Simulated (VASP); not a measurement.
Set up this calculation in VASP 6.6.1, as the native input.

```
Task                   : single point
Functional             : PBEsol
Potentials or basis    : VASP PAW PBE potentials, release 64 (F_h)
Cutoff                 : 1350 eV
k mesh                 : 8 × 8 × 4
Occupations            : gaussian, width 0.02 eV
Spin                   : no spin polarisation
Dipole correction      : no
Further INCAR settings : ALGO = Normal; EDIFF = 1e-06; NBANDS = 22
```

The structure of F lies in POSCAR:

```
F
1.0
    3.0099985031     -1.7886620590      0.1836766108
    3.0099985031      1.7886620590      0.1836766108
   -1.1950650095      0.0000000000      6.6816981480
F
4
Direct
    0.9211024913      0.5858463638      0.0939992909
    0.4141536362      0.0788975087      0.4060007091
    0.0788975087      0.4141536362      0.9060007091
    0.5858463638      0.9211024913      0.5939992909
```

The input as run:

INCAR

```
SYSTEM = F
  ALGO = Normal
  EDIFF = 1E-6
  ENCUT = 1350
  GGA = PS
  GGA_COMPAT = .False.
  ISIF = 2
  ISMEAR = 0
  LASPH = .True.
  LCHARG = .False.
  LREAL = .False.
  LWAVE = .False.
  NBANDS = 22
  NELM = 120
  PREC = Accurate
  SIGMA = 0.02
```

KPOINTS

```
k-points
0
Gamma
  8 8 4
  0 0 0
```

Potentials or basis: VASP PAW PBE potentials, release 64 (F_h).

The run is started by

```console
$ cat potpaw_PBE.64/F_h/POTCAR > POTCAR
$ mpirun -np 1 vasp_std > vasp.out
```

It gave:

The pressure is -0.4 GPa and the largest force is 0.019 eV/Å. The band gap on the k mesh is 3.17 eV (least direct gap 3.17 eV).

Caveat: this functional lacks dispersion, which holds the molecules together, so the pressure and a relaxed volume are unreliable; the PAW data sets were made with another functional, which shifts forces and pressure a little.

Run time: 5.7 min on 1 thread of Intel(R) Xeon(R) Platinum 8375C CPU @ 2.90GHz (Ice Lake), with other jobs on the host, peak memory 0.61 GiB.
